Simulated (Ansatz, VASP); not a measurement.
## One calculation of HfN, two programs

```
Hf N
1.0
     3.13391    0.00000    0.00000
    -1.56695    2.71404    0.00000
     0.00000    0.00000    5.41677
Hf N
2 2
Direct
  0.66667 0.33333 0.75000
  0.33333 0.66667 0.25000
  0.00000 0.00000 0.00000
  0.00000 0.00000 0.50000
```

Alike in both runs: task single point; functional r2SCAN; k mesh 8 × 8 × 4; no spin polarisation.

|  | VASP | Ansatz |
| --- | --- | --- |
| version | VASP 6.6.1 | Ansatz 0.2.0 |
| potentials or method | VASP PAW PBE potentials, release 64 (Hf_pv, N), cutoff 520 eV | plane waves, PAW |
| occupations | methfessel-paxton of order 1, width 0.025 eV | cold, width 0.025 eV |
| valence electrons in the cell | 30 | 62 |

VASP gave:

- pressure (GPa): 0.1
- traceless stress, the component that is largest in VASP (GPa): -0.22

Task: What did Ansatz give for the same quantities?

Result: Pressure (GPa): 2.7; traceless stress, the component that is largest in VASP (GPa): -0.41.

VASP's potentials were made for PBE, not for r2SCAN. VASP's potentials hold 30 valence electrons a cell and Ansatz's 62, so a difference there can come from the potentials and not from the codes.

Spin-orbit coupling is off throughout.
